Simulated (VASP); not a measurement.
# InP (Fm-3m) in VASP: a series of runs

The runs below take InP through single point, with PBE.

Everything below comes from runs of VASP 6.6.1. Logs are shortened: lines on timing, memory, paths and dates and some standing lists are left out, and cuts for length are marked.

### Step 1. The cell of the first run

The structure is cubic, space group Fm-3m (No. 225). The conventional cell has a = 5.691 Å, b = 5.691 Å, c = 5.691 Å, α = 90.00°, β = 90.00°, γ = 90.00°. Within 3.7 Å of In (site symmetry m-3m) lie 6 P at 2.85 Å. P (site symmetry m-3m) has 6 In at 2.85 Å within 3.7 Å.

### Step 2. Single point, PBE (23.04 Å³/atom)

Input file INCAR:

```
SYSTEM = InP
PREC     = Accurate       ! precision mode
ENCUT    = 520            ! plane-wave cutoff, eV
EDIFF    = 1E-6           ! SCF threshold, eV
ISMEAR   = -1             ! smearing method
SIGMA    = 0.03           ! smearing width, eV
LREAL    = .FALSE.        ! projectors in reciprocal space
LASPH    = .TRUE.         ! aspherical terms in the spheres
NELM     = 80             ! most SCF steps
ALGO     = Normal         ! electronic algorithm
ISIF     = 2              ! what is computed and relaxed
LWAVE    = .FALSE.        ! write WAVECAR
LCHARG   = .TRUE.         ! write CHGCAR
GGA      = PE             ! functional
LELF     = .TRUE.         ! ELF
LVHAR    = .TRUE.       
NBANDS   = 16             ! bands
```

Input file KPOINTS:

```
Automatic mesh
0
G
  11 11 11
  0 0 0
```

Input file POSCAR:

```
InP
1.0
    0.0000000000      2.8454514337      2.8454514337
    2.8454514337      0.0000000000      2.8454514337
    2.8454514337      2.8454514337      0.0000000000
In P
1 1
Direct
    0.0000000000      0.0000000000      0.0000000000
    0.5000000000      0.5000000000      0.5000000000
```

Potentials or basis: VASP PAW PBE potentials, release 64 (In_d, P).

The run is started by

```sh
$ cat potpaw_PBE.64/In_d/POTCAR potpaw_PBE.64/P/POTCAR > POTCAR
$ mpirun -np 1 vasp_std > vasp.out
```

OUTCAR:

```text
SYSTEM = InP
   PREC = Accurate
   ENCUT = 520
   EDIFF = 1E-6
   ISMEAR = -1
   LREAL = .FALSE.
   LASPH = .TRUE.
   NELM = 80
   ISIF = 2
   GGA = PE

 ion  position               nearest neighbor table
   1  0.000  0.000  0.000-   2 2.85   2 2.85   2 2.85   2 2.85   2 2.85   2 2.85
   2  0.500  0.500  0.500-   1 2.85   1 2.85   1 2.85   1 2.85   1 2.85   1 2.85

  LATTYP: Found a face centered cubic cell.
 ALAT       =     5.6909028674

  Lattice vectors:

 A1 = (   0.0000000000,   2.8454514337,   2.8454514337)
 A2 = (   2.8454514337,   0.0000000000,   2.8454514337)
 A3 = (   2.8454514337,   2.8454514337,   0.0000000000)

Analysis of symmetry for initial positions (statically):
=====================================================================
 Subroutine PRICEL returns:
 Original cell was already a primitive cell.

 Routine SETGRP: Setting up the symmetry group for a
 face centered cubic supercell.

 Subroutine GETGRP returns: Found 48 space group operations
 (whereof 48 operations were pure point group operations)
 out of a pool of 48 trial point group operations.

The static configuration has the point symmetry O_h .

Analysis of symmetry for dynamics (positions and initial velocities):
=====================================================================
 Subroutine PRICEL returns:
 Original cell was already a primitive cell.

 Routine SETGRP: Setting up the symmetry group for a
 face centered cubic supercell.

 Subroutine GETGRP returns: Found 48 space group operations
 (whereof 48 operations were pure point group operations)
 out of a pool of 48 trial point group operations.

The dynamic configuration has the point symmetry O_h .

 Subroutine INISYM returns: Found 48 space group operations
 (whereof 48 operations are pure point group operations),
 and found     1 'primitive' translations

----------------------------------------------------------------------------------------

                                     Primitive cell

  volume of cell :      46.0769

  direct lattice vectors                    reciprocal lattice vectors
     0.000000000  2.845451434  2.845451434    -0.175719042  0.175719042  0.175719042
     2.845451434  0.000000000  2.845451434     0.175719042 -0.175719042  0.175719042
     2.845451434  2.845451434  0.000000000     0.175719042  0.175719042 -0.175719042

  length of vectors
     4.024076009  4.024076009  4.024076009     0.304354309  0.304354309  0.304354309

  position of ions in fractional coordinates (direct lattice)
     0.000000000  0.000000000  0.000000000
     0.500000000  0.500000000  0.500000000

  ion indices of the primitive-cell ions
   primitive index   ion index
                 1           1
                 2           2

----------------------------------------------------------------------------------------

 KPOINTS: Automatic mesh

Automatic generation of k-mesh.
 Grid dimensions read from file:
 generate k-points for:   11   11   11

 Generating k-lattice:

  Cartesian coordinates                     Fractional coordinates (reciprocal lattice)
    -0.015974458  0.015974458  0.015974458     0.090909091  0.000000000  0.000000000
     0.015974458 -0.015974458  0.015974458     0.000000000  0.090909091  0.000000000
     0.015974458  0.015974458 -0.015974458     0.000000000  0.000000000  0.090909091

  Length of vectors
     0.027668574  0.027668574  0.027668574

  Shift w.r.t. Gamma in fractional coordinates (k-lattice)
     0.000000000  0.000000000  0.000000000

 Subroutine IBZKPT returns following result:
 ===========================================

 Found     56 irreducible k-points:

 Following reciprocal coordinates:
            Coordinates               Weight
  0.000000  0.000000  0.000000      1.000000
  0.090909  0.000000  0.000000      8.000000
  0.181818  0.000000  0.000000      8.000000
  0.272727  0.000000  0.000000      8.000000
  0.363636  0.000000  0.000000      8.000000
  0.454545  0.000000  0.000000      8.000000
[... 16 lines left out ...]
 -0.272727  0.181818  0.000000     24.000000
 -0.181818  0.181818  0.000000     12.000000
 [... further k-points ...]
   k-points           NKPTS =     56   k-points in BZ     NKDIM =     56   number of bands    NBANDS=     16
   number of dos      NEDOS =    301   number of ions     NIONS =      2
   total plane-waves  NPLWV =  27000
   dimension x,y,z NGX =    30 NGY =   30 NGZ =   30
   dimension x,y,z NGXF=    60 NGYF=   60 NGZF=   60
   ions per type =               1   1
   NGX,Y,Z   is equivalent  to a cutoff of  12.39, 12.39, 12.39 a.u.
   NGXF,Y,Z  is equivalent  to a cutoff of  24.79, 24.79, 24.79 a.u.
 SYSTEM =  InP
   PREC   = accura    normal or accurate (medium, high low for compatibility)
   ISTART =      0    job   : 0-new  1-cont  2-samecut
   ICHARG =      2    charge: 1-file 2-atom 10-const
   ISPIN  =      1    spin polarized calculation?
   LNONCOLLINEAR =      F non collinear calculations
   LSORBIT =      F    spin-orbit coupling
   LASPH  =      T    aspherical Exc in radial PAW
   ENCUT  =  520.0 eV  38.22 Ry    6.18 a.u.   7.48  7.48  7.48*2*pi/ulx,y,z
   NELM   =     80;   NELMIN=  2; NELMDL= -5     # of ELM steps
   EDIFF  = 0.1E-05   stopping-criterion for ELM
   LREAL  =      F    real-space projection
   EDIFFG = 0.1E-04   stopping-criterion for IOM
   NSW    =      0    number of steps for IOM
   IBRION =     -1    ionic relax: 0-MD 1-quasi-New 2-CG
   NFREE  =      0    steps in history (QN), initial steepest desc. (CG)
   ISIF   =      2    stress and relaxation
   ISYM   =      2    0-nonsym 1-usesym 2-fastsym
   POTIM  = 0.5000    time-step for ionic-motion
   TEBEG  =    0.0;   TEEND  =   0.0 temperature during run
   PSTRESS=    0.0 pullay stress
   NELECT =      18.0000    total number of electrons
   NUPDOWN=      -1.0000    fix difference up-down
   EMIN   =  10.00;   EMAX   =-10.00  energy-range for DOS
   EFERMI =   0.00;   METHOD = LEGACY
   ISMEAR =    -1;   SIGMA  =   0.03  broadening in eV -4-tet -1-fermi 0-gaus
   EFERMI_NEDOS =   21; number of points for ismear=-14 and -15
   IALGO  =     38    algorithm
   IMIX   =      4    mixing-type and parameters
     AMIX     =   0.40;   BMIX     =  1.00
     AMIX_MAG =   1.60;   BMIX_MAG =  1.00
  volume/ion in A,a.u.               =      23.04       155.47
  Fermi-wavevector in a.u.,A,eV,Ry     =   1.196753  2.261535 19.486502  1.432218
  Thomas-Fermi vector in A             =   2.332685
   LORBIT       =      0    0 simple, 1 ext, 2 COOP (PROOUT), +10 PAW based schemes
   GGA     = PE    functional components
[... 5 lines left out ...]
 non-spin polarized calculation
  energy-cutoff  :      520.00
  volume of cell :       46.08
 maximum number of plane-waves:      1259
 NGX is ok and might be reduce to    30
   NGX = 15   NGY = 15   NGZ = 15

 number of electron      17.9999991 magnetization

 Free energy of the ion-electron system (eV)
  ---------------------------------------------------
  ext. energy  EPLUGINS =         0.00000000
  ---------------------------------------------------
  free energy    TOTEN  =        -7.86227688 eV

  energy without entropy =       -7.85979733  energy(sigma->0) =       -7.86103710

 E-fermi :   6.0532     XC(G=0): -10.0228

 val. band max:        6.0101271720   @ k =  -0.4545   0.0909   0.0000
 cond. band min:       6.0658468009   @ k =  -0.0909   0.0909   0.0000
 fundamental gap:      0.0557196289
 Fermi energy:         6.0532153354

 k-point     1 :       0.0000    0.0000    0.0000
  band No.  band energies     occupation
      1      -8.0542      2.00000
      2      -8.0542      2.00000
      3      -8.0394      2.00000
      4      -8.0394      2.00000
      5      -8.0394      2.00000
      6      -5.3617      2.00000
[... 8 lines left out ...]
     15      14.0594      0.00000
     16      14.0594      0.00000

 k-point     2 :       0.0909    0.0000    0.0000
  band No.  band energies     occupation
      1      -8.0569      2.00000
      2      -8.0569      2.00000
      3      -8.0394      2.00000
      4      -8.0354      2.00000
      5      -8.0354      2.00000
      6      -5.2686      2.00000
[... 8 lines left out ...]
     15      13.6660      0.00000
     16      14.1364      0.00000

 k-point     3 :       0.1818    0.0000    0.0000
  band No.  band energies     occupation
      1      -8.0663      2.00000
      2      -8.0663      2.00000
      3      -8.0396      2.00000
      4      -8.0226      2.00000
      5      -8.0226      2.00000
      6      -4.9951      2.00000
[... 8 lines left out ...]
     15      14.0803      0.00000
     16      14.0803      0.00000

 k-point     4 :       0.2727    0.0000    0.0000
  band No.  band energies     occupation
      1      -8.0792      2.00000
      2      -8.0792      2.00000
      3      -8.0407      2.00000
      4      -8.0050      2.00000
      5      -8.0050      2.00000
      6      -4.5650      2.00000
[... 8 lines left out ...]
     15      14.9033      0.00000
     16      14.9033      0.00000
[... 324 lines left out ...]
 k-point    22 :      -0.3636    0.1818    0.0000
  band No.  band energies     occupation
      1      -8.1304      2.00000
      2      -8.0847      2.00000
      3      -8.0288      2.00000
      4      -7.9957      2.00000
      5      -7.9838      2.00000
      6      -3.4310      2.00000
[... 8 lines left out ...]
     15      15.8943      0.00000
     16      17.1792      0.00000

 k-point    23 :      -0.2727    0.1818    0.0000
  band No.  band energies     occupation
      1      -8.1085      2.00000
      2      -8.0853      2.00000
      3      -8.0310      2.00000
      4      -7.9984      2.00000
      5      -7.9971      2.00000
      6      -3.9067      2.00000
[... 8 lines left out ...]
     15      15.9771      0.00000
     16      18.0060      0.00000

 k-point    24 :      -0.1818    0.1818    0.0000
  band No.  band energies     occupation
      1      -8.0862      2.00000
      2      -8.0815      2.00000
      3      -8.0363      2.00000
      4      -8.0123      2.00000
      5      -8.0012      2.00000
      6      -4.4025      2.00000
[... 8 lines left out ...]
     15      15.8144      0.00000
     16      16.8588      0.00000

 [... further k-points ...]

------------------------ aborting loop because EDIFF is reached ----------------------------------------

  FORCE on cell =-STRESS in cart. coord.  units (eV):
  Direction    XX          YY          ZZ          XY          YZ          ZX
  --------------------------------------------------------------------------------------
  -------------------------------------------------------------------------------------
  Total       -1.4205672     -1.4205672     -1.4205672      0.0000000     -0.0000000      0.0000000
  in kB      -49.3956663    -49.3956663    -49.3956663      0.0000000     -0.0000000      0.0000000
  external PRESSURE =     -49.3956663 kB  Pullay stress =       0.0000000 kB

 VOLUME and BASIS-vectors are now :
 -----------------------------------------------------------------------------
  energy-cutoff  :      520.00
  volume of cell :       46.08
      direct lattice vectors                 reciprocal lattice vectors
     0.000000000  2.845451434  2.845451434    -0.175719042  0.175719042  0.175719042
     2.845451434  0.000000000  2.845451434     0.175719042 -0.175719042  0.175719042
     2.845451434  2.845451434  0.000000000     0.175719042  0.175719042 -0.175719042

 POSITION                                       TOTAL-FORCE (eV/Angst)
 -----------------------------------------------------------------------------------
      0.00000      0.00000      0.00000         0.000000     -0.000000     -0.000000
      2.84545      2.84545      2.84545        -0.000000      0.000000      0.000000
 -----------------------------------------------------------------------------------
    total drift:                               -0.000000      0.000000      0.000000

  FREE ENERGIE OF THE ION-ELECTRON SYSTEM (eV)
  ---------------------------------------------------
  free  energy   TOTEN  =        -7.8622768777 eV

  energy  without entropy=       -7.8597973266  energy(sigma->0) =       -7.86103710
```

Wall time 42 s (1 thread of AMD EPYC 7R13, shared host); peak memory 0.16 GiB.

Results:

```yaml
Free_energy: -7.8623 eV
Pressure: -4.9 GPa
Band_gap_on_the_k_mesh: zero (bands 9 and 10 overlap by 2.33 eV)
```

Levels at points of the mesh, in eV from the Fermi level:
```tsv
k point	band 5	band 6	band 7	band 8	band 9	band 10	band 11	band 12	band 13	band 14
(0.00, 0.00, 0.00)	-14.09	-11.41	-0.21	-0.21	-0.21	-0.08	7.10	7.10	7.10	8.01
```

Caveat: the cell stands under tension; spin-orbit coupling is left out, which moves the levels of the heavy elements.

### Step 3. Single point, PBE (23.50 Å³/atom)

This run uses another cell than the first one, of 23.50 Å³/atom.

Input file INCAR:

```
PREC = Accurate ; ENCUT = 520
EDIFF = 1E-6 ; ISMEAR = -1
SIGMA = 0.03 ; LREAL = False
LASPH = True ; NELM = 80
ALGO = Normal ; ISIF = 2
LWAVE = False ; LCHARG = False
GGA = PE ; NBANDS = 16
```

Input file KPOINTS:

```
Automatic mesh
0
Gamma
  11 11 11
```

Input file POSCAR:

```
InP
1.0
    0.0000000000      2.8644851195      2.8644851195
    2.8644851195      0.0000000000      2.8644851195
    2.8644851195      2.8644851195      0.0000000000
In P
1 1
Direct
    0.0000000000      0.0000000000      0.0000000000
    0.5000000000      0.5000000000      0.5000000000
```

Potentials or basis: VASP PAW PBE potentials, release 64 (In_d, P).

The run is started by

```sh
$ cat potpaw_PBE.64/In_d/POTCAR potpaw_PBE.64/P/POTCAR > POTCAR
$ mpirun -np 1 vasp_std > vasp.out
```

Wall time 42 s (1 thread of AMD EPYC 7R13, shared host); peak memory 0.16 GiB.

It converged, with:

* Free energy: -7.8312 eV
* Pressure: -5.8 GPa
* Band gap on the k mesh: zero (bands 9 and 10 overlap by 2.26 eV)

Levels at points of the mesh, in eV from the Fermi level:
```
           k point  band 5  band 6  band 7  band 8  band 9  band 10  band 11  band 12  band 13  band 14
(0.00, 0.00, 0.00)  -14.08  -11.28   -0.22   -0.19   -0.19    -0.19     7.10     7.10     7.10     7.89
```

Caveat: the cell stands under tension; spin-orbit coupling is left out, which moves the levels of the heavy elements.

### Step 4. Single point, PBE (23.74 Å³/atom)

This run uses another cell than the first one, of 23.74 Å³/atom.

Input file INCAR:

```
SYSTEM = InP
  PREC = Accurate
  ENCUT = 520
  EDIFF = 1E-7
  ISMEAR = -1
  SIGMA = 0.03
  LREAL = .FALSE.
  LASPH = .TRUE.
  NELM = 80
  ALGO = Normal
  ISIF = 2
  LWAVE = .FALSE.
  LCHARG = .FALSE.
  GGA = PE
  NBANDS = 16
```

Input file KPOINTS:

```
regular mesh
0
G
  11 11 11
  0 0 0
```

Input file POSCAR:

```
InP
1.0
    0.0000000000      2.8739078358      2.8739078358
    2.8739078358      0.0000000000      2.8739078358
    2.8739078358      2.8739078358      0.0000000000
In P
1 1
Direct
    0.0000000000      0.0000000000      0.0000000000
    0.5000000000      0.5000000000      0.5000000000
```

Potentials or basis: VASP PAW PBE potentials, release 64 (In_d, P).

The run is started by

```sh
$ cat potpaw_PBE.64/In_d/POTCAR potpaw_PBE.64/P/POTCAR > POTCAR
$ mpirun -np 1 vasp_std > vasp.out
```

OUTCAR:

```text
SYSTEM = InP
   PREC = Accurate
   ENCUT = 520
   EDIFF = 1E-7
   ISMEAR = -1
   LREAL = .FALSE.
   LASPH = .TRUE.
   NELM = 80
   ISIF = 2
   GGA = PE

 ion  position               nearest neighbor table
   1  0.000  0.000  0.000-   2 2.87   2 2.87   2 2.87   2 2.87   2 2.87   2 2.87
   2  0.500  0.500  0.500-   1 2.87   1 2.87   1 2.87   1 2.87   1 2.87   1 2.87

  LATTYP: Found a face centered cubic cell.
 ALAT       =     5.7478156716

  Lattice vectors:

[... 640 lines left out ...]
 [... further k-points ...]

------------------------ aborting loop because EDIFF is reached ----------------------------------------

  FORCE on cell =-STRESS in cart. coord.  units (eV):
  Direction    XX          YY          ZZ          XY          YZ          ZX
  --------------------------------------------------------------------------------------
  -------------------------------------------------------------------------------------
  Total       -1.8496408     -1.8496408     -1.8496408      0.0000000      0.0000000     -0.0000000
  in kB      -62.4236945    -62.4236945    -62.4236945      0.0000000      0.0000000     -0.0000000
  external PRESSURE =     -62.4236945 kB  Pullay stress =       0.0000000 kB

 VOLUME and BASIS-vectors are now :
 -----------------------------------------------------------------------------
  energy-cutoff  :      520.00
  volume of cell :       47.47
      direct lattice vectors                 reciprocal lattice vectors
     0.000000000  2.873907836  2.873907836    -0.173979135  0.173979135  0.173979135
     2.873907836  0.000000000  2.873907836     0.173979135 -0.173979135  0.173979135
     2.873907836  2.873907836  0.000000000     0.173979135  0.173979135 -0.173979135

 POSITION                                       TOTAL-FORCE (eV/Angst)
 -----------------------------------------------------------------------------------
      0.00000      0.00000      0.00000         0.000000     -0.000000     -0.000000
      2.87391      2.87391      2.87391        -0.000000      0.000000      0.000000
 -----------------------------------------------------------------------------------
    total drift:                               -0.000000      0.000000      0.000000

  FREE ENERGIE OF THE ION-ELECTRON SYSTEM (eV)
  ---------------------------------------------------
  free  energy   TOTEN  =        -7.8138491325 eV

  energy  without entropy=       -7.8111209131  energy(sigma->0) =       -7.81248502
```

It took 45 s on 1 thread of AMD EPYC 7R13, shared host; peak memory 0.16 GiB.

Results:

```
Free energy            : -7.8138 eV
Pressure               : -6.2 GPa
Band gap on the k mesh : zero (bands 9 and 10 overlap by 2.23 eV)
```

Levels at points of the mesh, in eV from the Fermi level:
```csv
k point,band 5,band 6,band 7,band 8,band 9,band 10,band 11,band 12,band 13,band 14
"(0.00, 0.00, 0.00)",-14.07,-11.22,-0.29,-0.19,-0.19,-0.19,7.10,7.10,7.10,7.83
```

Caveat: the cell stands under tension; spin-orbit coupling is left out, which moves the levels of the heavy elements.

### Step 5. Single point, PBE (24.20 Å³/atom)

This run uses another cell than the first one, of 24.20 Å³/atom.

Input file INCAR:

```
SYSTEM = InP
ALGO = Normal
EDIFF = 1E-6
ENCUT = 520
GGA = PE
ISIF = 2
ISMEAR = -1
LASPH = .TRUE.
LCHARG = .FALSE.
LREAL = .FALSE.
LWAVE = .FALSE.
NBANDS = 16
NELM = 100
PREC = Accurate
SIGMA = 0.03
```

Input file KPOINTS:

```
k-points
0
G
  11 11 11
  0 0 0
```

Input file POSCAR:

```
InP
1.0
    0.0000000000      2.8925700979      2.8925700979
    2.8925700979      0.0000000000      2.8925700979
    2.8925700979      2.8925700979      0.0000000000
In P
1 1
Direct
    0.0000000000      0.0000000000      0.0000000000
    0.5000000000      0.5000000000      0.5000000000
```

The run is started by

```sh
$ cat potpaw_PBE.64/In_d/POTCAR potpaw_PBE.64/P/POTCAR > POTCAR
$ mpirun -np 1 vasp_std > vasp.out
```

It took 42 s on 1 thread of AMD EPYC 7R13, shared host; peak memory 0.16 GiB.

It converged, with:

```
Free energy            : -7.7756 eV
Pressure               : -7.0 GPa
Band gap on the k mesh : zero (bands 9 and 10 overlap by 2.17 eV)
```

Levels at points of the mesh, in eV from the Fermi level:
```tsv
k point	band 5	band 6	band 7	band 8	band 9	band 10	band 11	band 12	band 13	band 14
(0.00, 0.00, 0.00)	-14.05	-11.09	-0.42	-0.17	-0.17	-0.17	7.09	7.09	7.09	7.72
```

Caveat: the cell stands under tension; spin-orbit coupling is left out, which moves the levels of the heavy elements.

### Step 6. The runs side by side

```csv
cell,gap on the mesh (eV),pressure (GPa)
"a = 4.024 Å, angles 60.0°, 2 atoms",none,-4.9
"a = 4.051 Å, angles 60.0°, 2 atoms",none,-5.8
"a = 4.064 Å, angles 60.0°, 2 atoms",none,-6.2
"a = 4.091 Å, angles 60.0°, 2 atoms",none,-7.0
```

Alike in all rows: task single point; level PBE; potentials or basis VASP PAW PBE potentials, release 64 (In_d, P); no spin polarisation; k mesh 11 × 11 × 11; cutoff (eV) 520; smearing fermi-dirac 0.03 eV.

Caveats: the cell stands under tension; spin-orbit coupling is left out, which moves the levels of the heavy elements.

Total energies depend on the potentials used, so only differences within one code and one set of settings carry meaning.
